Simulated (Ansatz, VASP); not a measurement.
# One calculation of BaF2, two programs

```
CELL_PARAMETERS angstrom
0.00000 3.09716 3.09716
3.09716 0.00000 3.09716
3.09716 3.09716 0.00000
ATOMIC_POSITIONS crystal
Ba 0.00000 0.00000 0.00000
F 0.25000 0.25000 0.25000
F 0.75000 0.75000 0.75000
```

Alike in both runs: task single point; functional HSE06; k mesh 6 × 6 × 6; no spin polarisation.

|  | VASP | Ansatz |
| --- | --- | --- |
| version | VASP 6.6.1 | Ansatz 0.2.0 |
| potentials or method | VASP PAW PBE potentials, release 64 (Ba_sv, F) | plane waves, PAW |
| plane-wave cutoff (eV) | 520 | 420 |
| occupations | gaussian, width 0.01 eV | fixed |
| valence electrons in the cell | 24 | 24 |

|  | VASP | Ansatz | Ansatz less VASP |
| --- | --- | --- | --- |
| gap on the k mesh at the Fermi level (eV) | 8.72 | 8.79 | +0.074 |
| pressure (GPa) | 1.4 | 0.4 | -1.02 |

Ansatz's warnings: stress exchange threshold loose, stress scf threshold loose.

Spin-orbit coupling is off throughout.
